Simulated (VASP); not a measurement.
Set up this calculation in VASP 6.6.1, as the native input.

```
Task                   : single point
Functional             : PBEsol
Potentials or basis    : VASP PAW PBE potentials, release 64 (B)
Cutoff                 : 520 eV
k mesh                 : 10 × 10 × 10
Occupations            : gaussian, width 0.1 eV
Spin                   : no spin polarisation
Dipole correction      : no
Further INCAR settings : ALGO = Normal; EDIFF = 1e-06; NBANDS = 8
```

The structure of B lies in POSCAR:

```
B
1.0
    0.0000000000      1.4285770449      1.4285770449
    1.4285770449      0.0000000000      1.4285770449
    1.4285770449      1.4285770449      0.0000000000
B
1
Direct
    0.0000000000      0.0000000000      0.0000000000
```

The input as run:

INCAR

```
SYSTEM = B
PREC = Accurate ; ENCUT = 520
EDIFF = 1E-6 ; ISMEAR = 0
SIGMA = 0.1 ; LREAL = .False.
LASPH = .True. ; NELM = 80
ALGO = Normal ; ISIF = 2
LWAVE = .False. ; LCHARG = .False.
GGA = PS ; NBANDS = 8
```

KPOINTS

```
regular mesh
0
Gamma
  10 10 10
  0 0 0
```

Potentials or basis: VASP PAW PBE potentials, release 64 (B).

Run with:

```console
$ cat potpaw_PBE.64/B/POTCAR > POTCAR
$ mpirun -np 1 vasp_std > vasp.out
```

Results of the run:

```json
{"Pressure": "0.0 GPa"}
```

Caveat: the k points lie up to 0.38 Å⁻¹ apart; the PAW data sets were made with another functional, which shifts forces and pressure a little.

Wall time 0.8 s on 1 thread of Intel(R) Xeon(R) 6975P-C (Granite Rapids), on a shared host, peak memory 0.1 GiB.
